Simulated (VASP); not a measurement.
The system is Sn2Pb.

```xyz
3
Lattice="-2.0074 2.0074 4.9243 2.0074 -2.0074 4.9243 2.0074 2.0074 -4.9243" Properties=species:S:1:pos:R:3 pbc="T T T"
Sn    0.0000    0.0000    6.5493
Sn    0.0000    0.0000    3.2993
Pb    0.0000    0.0000    0.0000
```

| Property | Result |
| --- | --- |
| Program | VASP 6.6.1 |
| Task | relaxation of cell and atoms |
| Functional | PBE |
| Potentials or basis | VASP PAW PBE potentials, release 64 (Sn_d, Pb_d) |
| Cutoff | 600 eV |
| k mesh | 6 × 6 × 6 |
| Occupations | gaussian, width 0.1 eV |
| Spin | no spin polarisation |

At the start: pressure 6.0 GPa; volume 26.46 Å³/atom.

How do energy, volume and symmetry change on relaxing?

Over 9 steps the energy falls by 54.5 meV/atom and the volume is 29.32 Å³/atom (+10.8 %); space group I4/mmm (No. 139, to 0.1 Å) before and after.

The path:
| step | energy change (eV) | largest force (eV/Å) | pressure (GPa) | volume (Å³) |
| --- | --- | --- | --- | --- |
| 1 | 0.0000 | 0.2969 | 6.04 | 79.37 |
| 2 | -0.1342 | 0.1733 | -1.58 | 91.38 |
| 3 | -0.1518 | 0.2031 | 0.31 | 87.98 |
| 4 | -0.1511 | 0.1949 | -0.41 | 88.63 |
| 5 | -0.1516 | 0.2033 | -0.20 | 88.32 |
| 6 | -0.1552 | 0.1627 | -0.16 | 88.28 |
| 7 | -0.1618 | 0.0560 | -0.19 | 88.19 |
| 8 | -0.1627 | 0.0015 | -0.04 | 88.14 |
| 9 | -0.1635 | 0.0003 | -0.12 | 87.97 |

Final structure:
```
Sn Pb
1.0
    -2.06959    2.06959    5.13434
     2.06959   -2.06959    5.13434
     2.06959    2.06959   -5.13434
Sn Pb
2 1
Direct
  0.67165 0.67165 0.00000
  0.32835 0.32835 0.00000
  0.00000 0.00000 0.00000
```
